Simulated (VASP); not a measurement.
# BP (F-43m) in VASP: elastic constants with PBEsol

Aim: the elastic constants of BP with PBEsol.

All numbers are computed with VASP 6.6.1; they aren't measurements. Logs are shortened: lines on timing, memory, paths and dates and some standing lists are left out, and cuts for length are marked.

**1. The cell of the first run**

Symmetry: F-43m, No. 216, cubic system. Conventional cell: a = 4.520 Å, b = 4.520 Å, c = 4.520 Å, α = 90.00°, β = 90.00°, γ = 90.00°. B (site symmetry -43m) has 4 P at 1.96 Å within 2.6 Å. P (site symmetry -43m) has 4 B at 1.96 Å within 2.6 Å.

**2. Elastic constants, PBEsol**

INCAR

```
SYSTEM = BP
ALGO = Normal
EDIFF = 1E-8
ENCUT = 600
GGA = PS
IBRION = 6
ISIF = 3
ISMEAR = 0
LASPH = .TRUE.
LCHARG = .FALSE.
LREAL = .FALSE.
LWAVE = .FALSE.
NELM = 80
NFREE = 2
NSW = 1
POTIM = 0.015
PREC = Accurate
SIGMA = 0.05
```

KPOINTS

```
k-points
0
G
  12 12 12
  0 0 0
```

POSCAR

```
BP
1.0
    0.0000000000      2.2600546357      2.2600546357
    2.2600546357      0.0000000000      2.2600546357
    2.2600546357      2.2600546357      0.0000000000
B P
1 1
Direct
    0.0000000000      0.0000000000      0.0000000000
    0.7500000000      0.7500000000      0.7500000000
```

Potentials or basis: VASP PAW PBE potentials, release 64 (B, P).

Started as:

```
$ cat potpaw_PBE.64/B/POTCAR potpaw_PBE.64/P/POTCAR > POTCAR
$ mpirun -np 1 vasp_std > vasp.out
```

OUTCAR:

```text
SYSTEM = BP
   EDIFF = 1E-8
   ENCUT = 600
   GGA = PS
   IBRION = 6
   ISIF = 3
   ISMEAR = 0
   LASPH = .TRUE.
   LREAL = .FALSE.
   NELM = 80
   NFREE = 2
   NSW = 1
   POTIM = 0.015
   PREC = Accurate

 ion  position               nearest neighbor table
   1  0.000  0.000  0.000-   2 1.96   2 1.96   2 1.96   2 1.96
   2  0.750  0.750  0.750-   1 1.96   1 1.96   1 1.96   1 1.96

  LATTYP: Found a face centered cubic cell.
 ALAT       =     4.5201092714

  Lattice vectors:

 A1 = (   0.0000000000,   2.2600546357,   2.2600546357)
 A2 = (   2.2600546357,   0.0000000000,   2.2600546357)
 A3 = (   2.2600546357,   2.2600546357,   0.0000000000)

Analysis of symmetry for initial positions (statically):
=====================================================================
 Subroutine PRICEL returns:
 Original cell was already a primitive cell.

 Routine SETGRP: Setting up the symmetry group for a
 face centered cubic supercell.

 Subroutine GETGRP returns: Found 24 space group operations
 (whereof 24 operations were pure point group operations)
 out of a pool of 48 trial point group operations.

The static configuration has the point symmetry T_d .

Analysis of symmetry for dynamics (positions and initial velocities):
=====================================================================
 Subroutine PRICEL returns:
 Original cell was already a primitive cell.

 Routine SETGRP: Setting up the symmetry group for a
 face centered cubic supercell.

 Subroutine GETGRP returns: Found 24 space group operations
 (whereof 24 operations were pure point group operations)
 out of a pool of 48 trial point group operations.

The dynamic configuration has the point symmetry T_d .

[... 352 lines left out ...]
      4       7.6620      2.00000
      5      10.8428      0.00000
      6      10.9187      0.00000
      7      10.9976      0.00000
      8      15.0678      0.00000
[... 243 lines left out ...]
 k-point    24 :      -0.4167    0.1667    0.0000
  band No.  band energies     occupation
      1      -4.3437      2.00000
      2      -1.1317      2.00000
      3       3.5477      2.00000
      4       5.2022      2.00000
      5      11.0139      0.00000
      6      13.5922      0.00000
      7      13.8536      0.00000
      8      17.9284      0.00000

 [... further k-points ...]

------------------------ aborting loop because EDIFF is reached ----------------------------------------

  FORCE on cell =-STRESS in cart. coord.  units (eV):
  Direction    XX          YY          ZZ          XY          YZ          ZX
  --------------------------------------------------------------------------------------
  -------------------------------------------------------------------------------------
  Total        0.0163800      0.0204391      0.0204391      0.0000000     -0.1204647      0.0000000
  in kB        1.1366812      1.4183541      1.4183541      0.0000000     -8.3595643      0.0000000
  external PRESSURE =       1.3244631 kB  Pullay stress =       0.0000000 kB
[... 17 lines left out ...]
  FREE ENERGIE OF THE ION-ELECTRON SYSTEM (eV)
  ---------------------------------------------------
  free  energy   TOTEN  =       -13.6733740983 eV

  energy  without entropy=      -13.6733740983  energy(sigma->0) =      -13.67337410

 INTERNAL STRAIN TENSORS FROM STRAINED CELLS
 ============================================

 INTERNAL STRAIN TENSOR FOR ION    1 for displacements in x,y,z  (eV/Angst):
          X           Y           Z          XY          YZ          ZX
  --------------------------------------------------------------------------------
  x     0.00000     0.00000    -0.00000     0.00000    -8.04062     0.00000
  y     0.00000     0.00000    -0.00000     0.00000     0.00000    -8.04047
  z     0.00000     0.00000    -0.00000    -8.04006    -0.00000    -0.00000

 INTERNAL STRAIN TENSORS FROM DISPLACED ATOMS
 ============================================

 INTERNAL STRAIN TENSOR FOR ION    1 for displacements in x,y,z  (eV/Angst):
          X           Y           Z          XY          YZ          ZX
  --------------------------------------------------------------------------------
  x     0.00000    -0.00000    -0.00000     0.00000    -8.03976     0.00000
  y     0.00000     0.00000     0.00000     0.00000     0.00000    -8.03976
  z    -0.00000    -0.00000     0.00000    -8.03976     0.00000     0.00000

 INTERNAL STRAIN TENSOR FOR ION    2 for displacements in x,y,z  (eV/Angst):
          X           Y           Z          XY          YZ          ZX
  --------------------------------------------------------------------------------
  x     0.00000    -0.00000    -0.00000     0.00000     8.03373     0.00000
  y    -0.00000     0.00000    -0.00000     0.00000     0.00000     8.03373
  z    -0.00000    -0.00000     0.00000     8.03373     0.00000     0.00000

 Eigenvectors and eigenvalues of the dynamical matrix
 ----------------------------------------------------

   1 f  =   24.304339 THz   152.708665 2PiTHz  810.705483 cm-1   100.514624 meV
             X         Y         Z           dx          dy          dz
      0.000000  0.000000  0.000000     0.000000    0.000000    0.860969
      3.390082  3.390082  3.390082     0.000000    0.000000   -0.508657
[... 21 lines left out ...]
   6 f/i=    0.000078 THz     0.000493 2PiTHz    0.002618 cm-1     0.000325 meV
             X         Y         Z           dx          dy          dz
      0.000000  0.000000  0.000000     0.000000    0.000000   -0.508657
      3.390082  3.390082  3.390082     0.000000    0.000000   -0.860969

--------------------------------------------------------------------------------------------------------

 ELASTIC MODULI CONTR FROM IONIC RELAXATION (kBar)
 Direction    XX          YY          ZZ          XY          YZ          ZX
 --------------------------------------------------------------------------------
 XX          -0.0000     -0.0000     -0.0000      0.0000      0.0000      0.0000
 YY          -0.0000     -0.0000     -0.0000      0.0000      0.0000      0.0000
 ZZ          -0.0000     -0.0000     -0.0000      0.0000      0.0000      0.0000
 XY           0.0000      0.0000      0.0000   -231.4055      0.0000      0.0000
 YZ           0.0000      0.0000      0.0000      0.0000   -231.4055      0.0000
 ZX           0.0000      0.0000      0.0000      0.0000      0.0000   -231.4055
 --------------------------------------------------------------------------------

 TOTAL ELASTIC MODULI (kBar)
 Direction    XX          YY          ZZ          XY          YZ          ZX
 --------------------------------------------------------------------------------
 XX        3467.0087    810.9258    810.9258     -0.0000      0.0000      0.0000
 YY         810.9258   3467.0087    810.9258     -0.0000      0.0000     -0.0000
 ZZ         810.9258    810.9258   3467.0087      0.0000      0.0000      0.0000
 XY          -0.0000     -0.0000      0.0000   1885.5120      0.0000      0.0000
 YZ           0.0000      0.0000      0.0000      0.0000   1885.5120      0.0000
 ZX           0.0000     -0.0000      0.0000      0.0000      0.0000   1885.5120
 --------------------------------------------------------------------------------
```

OSZICAR:

```text
N       E                     dE             d eps       ncg     rms          rms(c)
DAV:   1     0.126332821492E+02    0.12633E+02   -0.44541E+03  1160   0.101E+03
DAV:   2    -0.141339197244E+02   -0.26767E+02   -0.25168E+02  1840   0.119E+02
DAV:   3    -0.144085417778E+02   -0.27462E+00   -0.27462E+00  1320   0.162E+01
[... 180 lines left out ...]
DAV:   3    -0.136733751800E+02    0.77778E-04   -0.14423E-04  5424   0.872E-02    0.257E-02
DAV:   4    -0.136733747287E+02    0.45122E-06   -0.11314E-05  6416   0.307E-02    0.558E-03
DAV:   5    -0.136733740742E+02    0.65456E-06   -0.30252E-06  5928   0.116E-02    0.759E-04
DAV:   6    -0.136733740974E+02   -0.23200E-07   -0.15306E-07  5144   0.352E-03    0.784E-04
DAV:   7    -0.136733740983E+02   -0.90324E-09   -0.18744E-09  3592   0.431E-04
  17 F= -.13673374E+02 E0= -.13673374E+02  d E =-.668579E-14
```

stdout:

```text
POSCAR found type information on POSCAR B P
 POSCAR found :  2 types and       2 ions
 scaLAPACK will be used
 -----------------------------------------------------------------------------
|                                                                             |
|                                                                             |
|     You enforced a specific xc type in the INCAR file but a different       |
|     I HOPE YOU KNOW WHAT YOU ARE DOING!                                     |
[... 32 lines left out ...]
 Finite differences progress:
 bond charge predicted
 Finite differences progress:
 bond charge predicted
 Finite differences progress:
 bond charge predicted
 Finite differences progress:
 bond charge predicted
 Finite differences progress:
 bond charge predicted
 Finite differences progress:
 bond charge predicted
 Finite differences progress:
```

Run time: 11 min. Hardware: 1 thread of Intel Xeon 6975P-C, shared host; peak memory 0.36 GiB.

Results:

* Elastic constants C11, C12, C44: 347, 81, 189 GPa
* Voigt bulk modulus: 170 GPa
* Highest phonon frequency at Γ, LO-TO splitting left out: 811 cm⁻¹

Phonon frequencies in cm⁻¹ (negative: imaginary):
```csv
q point,frequencies
"(0.000, 0.000, 0.000)",0 0 0 811 811 811
```

Elastic tensor in Voigt notation (GPa, in the Cartesian axes of the cell as first typed):
```
347  81  81   0   0   0
 81 347  81   0   0   0
 81  81 347   0   0   0
  0   0   0 189   0   0
  0   0   0   0 189   0
  0   0   0   0   0 189
```

Clamped-ion elastic tensor (GPa):
```
347  81  81   0   0   0
 81 347  81   0   0   0
 81  81 347   0   0   0
  0   0   0 212   0   0
  0   0   0   0 212   0
  0   0   0   0   0 212
```

Caveat: the PAW data sets were made with another functional, which shifts forces and pressure a little.
